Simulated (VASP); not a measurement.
# SrCl2 (Fm-3m) in VASP: a series of runs

Runs on SrCl2. Level: LDA. Tasks: single point.

Program: VASP 6.6.1. These are calculated values, not measurements. Logs are shortened: lines on timing, memory, paths and dates and some standing lists are left out, and cuts for length are marked.

### 1 The cell of the first run

Symmetry: Fm-3m, No. 225, cubic system. The conventional cell has a = 6.971 Å, b = 6.971 Å, c = 6.971 Å, α = 90.00°, β = 90.00°, γ = 90.00°. Sr (site symmetry m-3m) has 8 Cl at 3.02 Å within 4.0 Å. Within 4.0 Å of Cl (site symmetry -43m) lie 4 Sr at 3.02 Å and 6 Cl at 3.49 Å.

### 2 Single point, LDA

The input, INCAR:

```
SYSTEM = SrCl2
ALGO = Normal
EDIFF = 1E-7
ENCUT = 520
ISIF = 2
ISMEAR = -1
LASPH = .True.
LCHARG = .True.
LELF = .True.
LREAL = .False.
LVHAR = .True.
LWAVE = .False.
NBANDS = 19
NELM = 100
PREC = Accurate
SIGMA = 0.01
```

The input, KPOINTS:

```
k-points
0
Gamma
  8 8 8
  0 0 0
```

The input, POSCAR:

```
SrCl2
1.0
    0.0000000000      3.4855000000      3.4855000000
    3.4855000000      0.0000000000      3.4855000000
    3.4855000000      3.4855000000      0.0000000000
Sr Cl
1 2
Direct
    0.0000000000      0.0000000000      0.0000000000
    0.2500000000      0.2500000000      0.2500000000
    0.7500000000      0.7500000000      0.7500000000
```

Potentials or basis: VASP PAW LDA potentials, release 64 (Sr_sv, Cl).

On the command line:

```sh
cat potpaw_LDA.64/Sr_sv/POTCAR potpaw_LDA.64/Cl/POTCAR > POTCAR
mpirun -np 1 vasp_std > vasp.out
```

OUTCAR:

```text
SYSTEM = SrCl2
   EDIFF = 1E-7
   ENCUT = 520
   ISIF = 2
   ISMEAR = -1
   LASPH = .True.
   LREAL = .False.
   NELM = 100
   PREC = Accurate

 ion  position               nearest neighbor table
   1  0.000  0.000  0.000-   3 3.02   3 3.02   3 3.02   2 3.02   3 3.02   2 3.02   2 3.02   2 3.02

   2  0.250  0.250  0.250-   1 3.02   1 3.02   1 3.02   1 3.02
   3  0.750  0.750  0.750-   1 3.02   1 3.02   1 3.02   1 3.02

  LATTYP: Found a face centered cubic cell.
 ALAT       =     6.9710000000

  Lattice vectors:

 A1 = (   0.0000000000,   3.4855000000,   3.4855000000)
 A2 = (   3.4855000000,   0.0000000000,   3.4855000000)
 A3 = (   3.4855000000,   3.4855000000,   0.0000000000)

Analysis of symmetry for initial positions (statically):
=====================================================================
 Subroutine PRICEL returns:
 Original cell was already a primitive cell.

 Routine SETGRP: Setting up the symmetry group for a
 face centered cubic supercell.

 Subroutine GETGRP returns: Found 48 space group operations
 (whereof 48 operations were pure point group operations)
 out of a pool of 48 trial point group operations.

The static configuration has the point symmetry O_h .

Analysis of symmetry for dynamics (positions and initial velocities):
=====================================================================
 Subroutine PRICEL returns:
 Original cell was already a primitive cell.

 Routine SETGRP: Setting up the symmetry group for a
 face centered cubic supercell.

 Subroutine GETGRP returns: Found 48 space group operations
 (whereof 48 operations were pure point group operations)
 out of a pool of 48 trial point group operations.

The dynamic configuration has the point symmetry O_h .

 Subroutine INISYM returns: Found 48 space group operations
 (whereof 48 operations are pure point group operations),
 and found     1 'primitive' translations

----------------------------------------------------------------------------------------

                                     Primitive cell

  volume of cell :      84.6887

  direct lattice vectors                    reciprocal lattice vectors
     0.000000000  3.485500000  3.485500000    -0.143451442  0.143451442  0.143451442
     3.485500000  0.000000000  3.485500000     0.143451442 -0.143451442  0.143451442
     3.485500000  3.485500000  0.000000000     0.143451442  0.143451442 -0.143451442

  length of vectors
     4.929241372  4.929241372  4.929241372     0.248465185  0.248465185  0.248465185

  position of ions in fractional coordinates (direct lattice)
     0.000000000  0.000000000  0.000000000
     0.250000000  0.250000000  0.250000000
     0.750000000  0.750000000  0.750000000

  ion indices of the primitive-cell ions
   primitive index   ion index
                 1           1
                 2           2
                 3           3

----------------------------------------------------------------------------------------

 KPOINTS: k-points

Automatic generation of k-mesh.
 Grid dimensions read from file:
 generate k-points for:    8    8    8

 Generating k-lattice:

  Cartesian coordinates                     Fractional coordinates (reciprocal lattice)
    -0.017931430  0.017931430  0.017931430     0.125000000  0.000000000  0.000000000
     0.017931430 -0.017931430  0.017931430     0.000000000  0.125000000  0.000000000
     0.017931430  0.017931430 -0.017931430     0.000000000  0.000000000  0.125000000

  Length of vectors
     0.031058148  0.031058148  0.031058148

  Shift w.r.t. Gamma in fractional coordinates (k-lattice)
     0.000000000  0.000000000  0.000000000

 Subroutine IBZKPT returns following result:
 ===========================================

 Found     29 irreducible k-points:

 Following reciprocal coordinates:
            Coordinates               Weight
  0.000000  0.000000  0.000000      1.000000
  0.125000  0.000000  0.000000      8.000000
  0.250000  0.000000  0.000000      8.000000
  0.375000  0.000000  0.000000      8.000000
  0.500000  0.000000  0.000000      4.000000
  0.125000  0.125000  0.000000      6.000000
[... 16 lines left out ...]
  0.500000  0.250000  0.125000     48.000000
 -0.375000  0.250000  0.125000     24.000000
 [... further k-points ...]
   k-points           NKPTS =     29   k-points in BZ     NKDIM =     29   number of bands    NBANDS=     19
   number of dos      NEDOS =    301   number of ions     NIONS =      3
   total plane-waves  NPLWV =  64000
   dimension x,y,z NGX =    40 NGY =   40 NGZ =   40
   dimension x,y,z NGXF=    80 NGYF=   80 NGZF=   80
   ions per type =               1   2
   NGX,Y,Z   is equivalent  to a cutoff of  13.49, 13.49, 13.49 a.u.
   NGXF,Y,Z  is equivalent  to a cutoff of  26.98, 26.98, 26.98 a.u.
 SYSTEM =  SrCl2
   PREC   = accura    normal or accurate (medium, high low for compatibility)
   ISTART =      0    job   : 0-new  1-cont  2-samecut
   ICHARG =      2    charge: 1-file 2-atom 10-const
   ISPIN  =      1    spin polarized calculation?
   LNONCOLLINEAR =      F non collinear calculations
   LSORBIT =      F    spin-orbit coupling
   LASPH  =      T    aspherical Exc in radial PAW
   ENCUT  =  520.0 eV  38.22 Ry    6.18 a.u.   9.17  9.17  9.17*2*pi/ulx,y,z
   NELM   =    100;   NELMIN=  2; NELMDL= -5     # of ELM steps
   EDIFF  = 0.1E-06   stopping-criterion for ELM
   LREAL  =      F    real-space projection
   EDIFFG = 0.1E-05   stopping-criterion for IOM
   NSW    =      0    number of steps for IOM
   IBRION =     -1    ionic relax: 0-MD 1-quasi-New 2-CG
   NFREE  =      0    steps in history (QN), initial steepest desc. (CG)
   ISIF   =      2    stress and relaxation
   ISYM   =      2    0-nonsym 1-usesym 2-fastsym
   POTIM  = 0.5000    time-step for ionic-motion
   TEBEG  =    0.0;   TEEND  =   0.0 temperature during run
   PSTRESS=    0.0 pullay stress
   NELECT =      24.0000    total number of electrons
   NUPDOWN=      -1.0000    fix difference up-down
   EMIN   =  10.00;   EMAX   =-10.00  energy-range for DOS
   EFERMI =   0.00;   METHOD = LEGACY
   ISMEAR =    -1;   SIGMA  =   0.01  broadening in eV -4-tet -1-fermi 0-gaus
   EFERMI_NEDOS =   21; number of points for ismear=-14 and -15
   IALGO  =     38    algorithm
   IMIX   =      4    mixing-type and parameters
     AMIX     =   0.40;   BMIX     =  1.00
     AMIX_MAG =   1.60;   BMIX_MAG =  1.00
  volume/ion in A,a.u.               =      28.23       190.50
  Fermi-wavevector in a.u.,A,eV,Ry     =   1.075318  2.032056 15.732530  1.156308
  Thomas-Fermi vector in A             =   2.211171
   LORBIT       =      0    0 simple, 1 ext, 2 COOP (PROOUT), +10 PAW based schemes
   GGA     = CA    functional components
   LHFCALC =     F    Hartree Fock is set to
   AEXX    =    0.0000 exact exchange contribution
   IVDW    =     0    specifies the selected vdW correction
   LEPSILON=     F    determine dielectric tensor
   LRPA    =     F    only Hartree local field effects (RPA)
 non-spin polarized calculation
  energy-cutoff  :      520.00
  volume of cell :       84.69
 maximum number of plane-waves:      2292
 NGX is ok and might be reduce to    40
   NGX = 19   NGY = 19   NGZ = 19

 number of electron      24.0000000 magnetization

 Free energy of the ion-electron system (eV)
  ---------------------------------------------------
  ext. energy  EPLUGINS =         0.00000000
  ---------------------------------------------------
  free energy    TOTEN  =       -14.02904315 eV

  energy without entropy =      -14.02904315  energy(sigma->0) =      -14.02904315

 E-fermi :   0.1792     XC(G=0):  -8.8101

 val. band max:       -0.0222881729   @ k =   0.5000   0.5000   0.0000
 cond. band min:       4.8726463691   @ k =   0.0000   0.0000   0.0000
 fundamental gap:      4.8949345421
 Fermi energy:         0.1792498744

 k-point     1 :       0.0000    0.0000    0.0000
  band No.  band energies     occupation
      1     -32.7098      2.00000
      2     -14.8120      2.00000
      3     -14.8120      2.00000
      4     -14.8120      2.00000
      5     -13.2664      2.00000
      6     -12.3781      2.00000
[... 11 lines left out ...]
     18       8.6844      0.00000
     19       9.1816      0.00000

 k-point     2 :       0.1250    0.0000    0.0000
  band No.  band energies     occupation
      1     -32.7093      2.00000
      2     -14.8698      2.00000
      3     -14.8142      2.00000
      4     -14.8142      2.00000
      5     -13.1696      2.00000
      6     -12.4141      2.00000
[... 11 lines left out ...]
     18       8.5728      0.00000
     19       9.4279      0.00000

 k-point     3 :       0.2500    0.0000    0.0000
  band No.  band energies     occupation
      1     -32.7081      2.00000
      2     -14.9861      2.00000
      3     -14.8195      2.00000
      4     -14.8195      2.00000
      5     -12.9739      2.00000
      6     -12.4810      2.00000
[... 11 lines left out ...]
     18       8.4326      0.00000
     19       9.3291      0.00000

 k-point     4 :       0.3750    0.0000    0.0000
  band No.  band energies     occupation
      1     -32.7068      2.00000
      2     -15.0807      2.00000
      3     -14.8248      2.00000
      4     -14.8248      2.00000
      5     -12.8612      2.00000
      6     -12.4796      2.00000
[... 407 lines left out ...]
     18       8.3812      0.00000
     19       9.2296      0.00000

 k-point    23 :       0.5000    0.2500    0.1250
  band No.  band energies     occupation
      1     -32.7062      2.00000
      2     -15.0656      2.00000
      3     -14.9067      2.00000
      4     -14.8324      2.00000
      5     -12.7062      2.00000
      6     -12.5465      2.00000
[... 11 lines left out ...]
     18       8.3803      0.00000
     19       9.3244      0.00000

 k-point    24 :      -0.3750    0.2500    0.1250
  band No.  band energies     occupation
      1     -32.7058      2.00000
      2     -15.0730      2.00000
      3     -14.9314      2.00000
      4     -14.8352      2.00000
      5     -12.7042      2.00000
      6     -12.5064      2.00000
[... 11 lines left out ...]
     18       8.6082      0.00000
     19       9.0466      0.00000

 [... further k-points ...]

------------------------ aborting loop because EDIFF is reached ----------------------------------------

  FORCE on cell =-STRESS in cart. coord.  units (eV):
  Direction    XX          YY          ZZ          XY          YZ          ZX
  --------------------------------------------------------------------------------------
  -------------------------------------------------------------------------------------
  Total       -1.4019471     -1.4019471     -1.4019471     -0.0000000      0.0000000      0.0000000
  in kB      -26.5226515    -26.5226515    -26.5226515     -0.0000000      0.0000000      0.0000000
  external PRESSURE =     -26.5226515 kB  Pullay stress =       0.0000000 kB

 VOLUME and BASIS-vectors are now :
 -----------------------------------------------------------------------------
  energy-cutoff  :      520.00
  volume of cell :       84.69
      direct lattice vectors                 reciprocal lattice vectors
     0.000000000  3.485500000  3.485500000    -0.143451442  0.143451442  0.143451442
     3.485500000  0.000000000  3.485500000     0.143451442 -0.143451442  0.143451442
     3.485500000  3.485500000  0.000000000     0.143451442  0.143451442 -0.143451442

 POSITION                                       TOTAL-FORCE (eV/Angst)
 -----------------------------------------------------------------------------------
      0.00000      0.00000      0.00000        -0.000000     -0.000000     -0.000000
      1.74275      1.74275      1.74275         0.000000      0.000000      0.000000
      5.22825      5.22825      5.22825        -0.000000     -0.000000     -0.000000
 -----------------------------------------------------------------------------------
    total drift:                               -0.000000     -0.000000      0.000000

  FREE ENERGIE OF THE ION-ELECTRON SYSTEM (eV)
  ---------------------------------------------------
  free  energy   TOTEN  =       -14.0290431458 eV

  energy  without entropy=      -14.0290431458  energy(sigma->0) =      -14.02904315
```

It took 28 s on 1 thread of Intel Xeon Platinum 8488C (Sapphire Rapids), shared host; peak memory 0.22 GiB.

Results:

```
Free energy            : -14.0290 eV
Pressure               : -2.7 GPa
Band gap on the k mesh : 4.89 eV (least direct gap 5.15 eV)
```

Levels at points of the mesh, in eV from the valence-band top:
| k point | band 9 | band 10 | band 11 | band 12 | band 13 | band 14 | band 15 | band 16 |
| --- | --- | --- | --- | --- | --- | --- | --- | --- |
| (0.00, 0.00, 0.00) | -2.20 | -0.35 | -0.35 | -0.35 | 4.89 | 5.82 | 5.82 | 8.71 |
| (0.50, 0.00, 0.00) | -1.57 | -1.38 | -1.08 | -1.08 | 6.44 | 6.44 | 7.30 | 7.45 |
| (0.50, 0.50, 0.00) | -1.94 | -0.42 | -0.42 | 0.00 | 5.15 | 6.81 | 7.36 | 7.85 |

A k mesh can miss the band edges. A hybrid or GW would open this gap; LDA tends to underestimate it.

### 3 Single point, LDA (28.51 Å³/atom)

This run uses another cell than the first one, of 28.51 Å³/atom.

The input, INCAR:

```
PREC = Accurate
ENCUT = 520
EDIFF = 1E-7
ISMEAR = -1
SIGMA = 0.01
LREAL = False
LASPH = True
NELM = 100
ALGO = Normal
ISIF = 2
LWAVE = False
LCHARG = True
GGA = CA
LELF = True
LVHAR = True
NBANDS = 19
```

The input, KPOINTS:

```
regular mesh
0
Gamma
  8 8 8
```

The input, POSCAR:

```
SrCl2
1.0
    0.0000000000      3.4970798193      3.4970798193
    3.4970798193      0.0000000000      3.4970798193
    3.4970798193      3.4970798193      0.0000000000
Sr Cl
1 2
Direct
    0.0000000000      0.0000000000      0.0000000000
    0.2500000000      0.2500000000      0.2500000000
    0.7500000000      0.7500000000      0.7500000000
```

Potentials or basis: VASP PAW LDA potentials, release 64 (Sr_sv, Cl).

On the command line:

```sh
cat potpaw_LDA.64/Sr_sv/POTCAR potpaw_LDA.64/Cl/POTCAR > POTCAR
mpirun -np 1 vasp_std > vasp.out
```

OUTCAR:

```text
PREC = Accurate
   ENCUT = 520
   EDIFF = 1E-7
   ISMEAR = -1
   LREAL = False
   LASPH = True
   NELM = 100
   ISIF = 2
   GGA = CA

 ion  position               nearest neighbor table
   1  0.000  0.000  0.000-   2 3.03   3 3.03   3 3.03   3 3.03   3 3.03   2 3.03   2 3.03   2 3.03

   2  0.250  0.250  0.250-   1 3.03   1 3.03   1 3.03   1 3.03
   3  0.750  0.750  0.750-   1 3.03   1 3.03   1 3.03   1 3.03

  LATTYP: Found a face centered cubic cell.
 ALAT       =     6.9941596386

  Lattice vectors:

 A1 = (   0.0000000000,   3.4970798193,   3.4970798193)
 A2 = (   3.4970798193,   0.0000000000,   3.4970798193)
 A3 = (   3.4970798193,   3.4970798193,   0.0000000000)

Analysis of symmetry for initial positions (statically):
=====================================================================
 Subroutine PRICEL returns:
 Original cell was already a primitive cell.

 Routine SETGRP: Setting up the symmetry group for a
 face centered cubic supercell.

 Subroutine GETGRP returns: Found 48 space group operations
 (whereof 48 operations were pure point group operations)
[... 163 lines left out ...]

  energy without entropy =      -14.01449400  energy(sigma->0) =      -14.01449400

 E-fermi :   0.2266     XC(G=0):  -8.7680

 val. band max:       -0.0884242249   @ k =   0.5000   0.5000   0.0000
 cond. band min:       4.7694971589   @ k =   0.0000   0.0000   0.0000
 fundamental gap:      4.8579213839
 Fermi energy:         0.2265967258

 k-point     1 :       0.0000    0.0000    0.0000
  band No.  band energies     occupation
      1     -32.8071      2.00000
      2     -14.9046      2.00000
      3     -14.9046      2.00000
      4     -14.9046      2.00000
      5     -13.3014      2.00000
      6     -12.4339      2.00000
[... 505 lines left out ...]
      6     -12.5689      2.00000
[... 11 lines left out ...]
     18       8.4776      0.00000
     19       8.9452      0.00000

 [... further k-points ...]

------------------------ aborting loop because EDIFF is reached ----------------------------------------

  FORCE on cell =-STRESS in cart. coord.  units (eV):
  Direction    XX          YY          ZZ          XY          YZ          ZX
  --------------------------------------------------------------------------------------
  -------------------------------------------------------------------------------------
  Total       -1.5793012     -1.5793012     -1.5793012      0.0000000      0.0000000      0.0000000
  in kB      -29.5820947    -29.5820947    -29.5820947      0.0000000      0.0000000      0.0000000
  external PRESSURE =     -29.5820947 kB  Pullay stress =       0.0000000 kB

 VOLUME and BASIS-vectors are now :
 -----------------------------------------------------------------------------
  energy-cutoff  :      520.00
  volume of cell :       85.54
      direct lattice vectors                 reciprocal lattice vectors
     0.000000000  3.497079819  3.497079819    -0.142976433  0.142976433  0.142976433
     3.497079819  0.000000000  3.497079819     0.142976433 -0.142976433  0.142976433
     3.497079819  3.497079819  0.000000000     0.142976433  0.142976433 -0.142976433

 POSITION                                       TOTAL-FORCE (eV/Angst)
 -----------------------------------------------------------------------------------
      0.00000      0.00000      0.00000         0.000000      0.000000     -0.000000
      1.74854      1.74854      1.74854         0.000000     -0.000000      0.000000
      5.24562      5.24562      5.24562        -0.000000      0.000000     -0.000000
 -----------------------------------------------------------------------------------
    total drift:                               -0.000000     -0.000000      0.000000

  FREE ENERGIE OF THE ION-ELECTRON SYSTEM (eV)
  ---------------------------------------------------
  free  energy   TOTEN  =       -14.0144939981 eV

  energy  without entropy=      -14.0144939981  energy(sigma->0) =      -14.01449400
```

OSZICAR:

```text
N       E                     dE             d eps       ncg     rms          rms(c)
DAV:   1     0.140184129099E+03    0.14018E+03   -0.11331E+04  1102   0.113E+03
DAV:   2    -0.481935997992E+01   -0.14500E+03   -0.14033E+03  1459   0.224E+02
DAV:   3    -0.140698897489E+02   -0.92505E+01   -0.92201E+01  1443   0.556E+01
DAV:   4    -0.143393026636E+02   -0.26941E+00   -0.26904E+00  1843   0.834E+00
DAV:   5    -0.143420699967E+02   -0.27673E-02   -0.27671E-02  1496   0.782E-01    0.135E+01
DAV:   6    -0.140472442205E+02    0.29483E+00   -0.55493E-01  1262   0.405E+00    0.880E+00
DAV:   7    -0.140181307501E+02    0.29113E-01   -0.27931E-01  1461   0.319E+00    0.174E+00
DAV:   8    -0.140138908061E+02    0.42399E-02   -0.49676E-02  1254   0.116E+00    0.308E-01
DAV:   9    -0.140142462418E+02   -0.35544E-03   -0.14285E-03  1327   0.229E-01    0.109E-01
DAV:  10    -0.140144553351E+02   -0.20909E-03   -0.13724E-04  1340   0.684E-02    0.232E-02
DAV:  11    -0.140144905682E+02   -0.35233E-04   -0.21466E-05  1358   0.285E-02    0.222E-02
DAV:  12    -0.140144933425E+02   -0.27743E-05   -0.47735E-06  1440   0.106E-02    0.435E-03
DAV:  13    -0.140144939877E+02   -0.64519E-06   -0.55011E-07  1301   0.386E-03    0.212E-03
DAV:  14    -0.140144939981E+02   -0.10418E-07   -0.44937E-08  1231   0.128E-03
   1 F= -.14014494E+02 E0= -.14014494E+02  d E =-.833502E-16
```

Wall time 32 s (1 thread of Intel Xeon Platinum 8488C (Sapphire Rapids), shared host); peak memory 0.21 GiB.

What came out:

```
Free energy            : -14.0145 eV
Pressure               : -3.0 GPa
Band gap on the k mesh : 4.86 eV (least direct gap 5.15 eV)
```

Levels at points of the mesh, in eV from the valence-band top:
| k point | band 10 | band 11 | band 12 | band 13 | band 14 | band 15 |
| --- | --- | --- | --- | --- | --- | --- |
| (0.00, 0.00, 0.00) | -0.35 | -0.35 | -0.35 | 4.86 | 5.82 | 5.82 |
| (0.50, 0.00, 0.00) | -1.36 | -1.07 | -1.07 | 6.43 | 6.43 | 7.27 |
| (0.50, 0.50, 0.00) | -0.42 | -0.42 | 0.00 | 5.15 | 6.79 | 7.33 |

A k mesh can miss the band edges.
